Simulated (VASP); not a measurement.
Write the native input for VASP 6.6.1 that does the following.

- Task: single point
- Functional: PBEsol
- Potentials or basis: VASP PAW PBE potentials, release 64 (Ge_d)
- Cutoff: 520 eV
- k mesh: 10 × 10 × 10
- Occupations: gaussian, width 0.1 eV
- Spin: no spin polarisation
- Dipole correction: no
- Further INCAR settings: ALGO = Normal; EDIFF = 1e-07; NBANDS = 21

The structure of Ge lies in POSCAR:

```
Ge
1.0
    0.0000000000      2.8662440442      2.8174151288
    2.8662440442      0.0000000000      2.8174151288
    2.8662440442      2.8662440442      0.0000000000
Ge
2
Direct
    0.0000000000      0.0000000000      0.0000000000
    0.2500000000      0.2500000000      0.2500000000
```

This cell differs from its parent crystal: strained cell.

These files were run (other wordings do the same):

INCAR

```
  PREC = Accurate
  ENCUT = 520
  EDIFF = 1E-7
  ISMEAR = 0
  SIGMA = 0.1
  LREAL = F
  LASPH = T
  NELM = 80
  ALGO = Normal
  ISIF = 2
  LWAVE = F
  LCHARG = T
  GGA = PS
  LELF = T
  LVHAR = T
  NBANDS = 21
```

KPOINTS

```
Automatic mesh
0
Gamma
  10 10 10
```

Potentials or basis: VASP PAW PBE potentials, release 64 (Ge_d).

Command:

```console
$ cat potpaw_PBE.64/Ge_d/POTCAR > POTCAR
$ mpirun -np 1 vasp_std > vasp.out
```

It gave:

* Pressure: -0.9 GPa
* Band gap on the k mesh: 0.09 eV, indirect (least direct gap 0.13 eV)

Caveat: the cell differs from its parent crystal (strained cell); the PAW data sets were made with another functional, which shifts forces and pressure a little.

Wall time 51 s on 1 thread of AMD EPYC 9R45 96-Core Processor (Zen 5) (shared host), peak memory 0.18 GiB.
